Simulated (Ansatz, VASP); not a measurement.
## PbS: VASP beside Ansatz

File POSCAR:

```
PbS
1.0
    2.0627000000      1.1909004002      3.3128333333
   -2.0627000000      1.1909004002      3.3128333333
    0.0000000000     -2.3818008005      3.3128333333
Pb S
1 1
Direct
    0.9781509158      0.9781509158      0.9781509158
    0.4774504142      0.4774504142      0.4774504142
```

File INCAR.step1:

```
SYSTEM = PbS
ALGO = Normal
EDIFF = 1E-4
ENCUT = 520
GGA = PE
ISMEAR = 0
LASPH = .TRUE.
LCHARG = .FALSE.
LREAL = .FALSE.
LWAVE = .TRUE.
NBANDS = 17
NELM = 100
PREC = Accurate
SIGMA = 0.05
```

Contents of INCAR.step2:

```
SYSTEM = PbS
ALGO = Normal
EDIFF = 1E-7
ENCUT = 520
ISIF = 2
ISMEAR = 0
ISTART = 1
LASPH = .TRUE.
LCHARG = .FALSE.
LMIXTAU = .TRUE.
LREAL = .FALSE.
LWAVE = .FALSE.
METAGGA = R2SCAN
NBANDS = 17
NELM = 100
PREC = Accurate
SIGMA = 0.05
```

Contents of KPOINTS:

```
k-points
0
G
  9 9 9
  0 0 0
```

Input for Ansatz:

```yaml
crystal:
  lattice:
    - [2.0627, 1.1909004002, 3.3128333333]
    - [-2.0627, 1.1909004002, 3.3128333333]
    - [0.0, -2.3818008005, 3.3128333333]
  atoms:
    - { symbol: Pb, position: [0.9781509158, 0.9781509158, 0.9781509158] }
    - { symbol: S, position: [0.4774504142, 0.4774504142, 0.4774504142] }
basis:
  ecutwfc: 500
kpoints:
  mp_grid: { grid: [9, 9, 9] }
hamiltonian:
  xc: r2scan
scf:
  occupations: { method: gaussian, width: 0.05 }
output:
  forces: true
  stress: true
  eigenvalues: true
```

Alike in both runs: task single point; functional r2SCAN; k mesh 9 × 9 × 9; occupations gaussian, width 0.05 eV; no spin polarisation.

|  | VASP | Ansatz |
| --- | --- | --- |
| version | VASP 6.6.1 | Ansatz 0.2.0 |
| potentials or method | VASP PAW PBE potentials, release 64 (Pb_d, S), cutoff 520 eV | scalar-relativistic, plane waves, PAW |
| valence electrons in the cell | 20 | 20 |

```tsv
	VASP	Ansatz	Ansatz less VASP
pressure (GPa)	6.1	6.1	+0.01
traceless stress, the component that is largest in VASP (GPa)	0.40	0.40	-0.001
rms of the force components (eV/Å)	0.005	0.005	-0.0002
```

VASP's potentials were made for PBE, not for r2SCAN. Atom by atom the forces differ by 0.000 eV/Å (rms over components).

Spin-orbit coupling is off throughout.
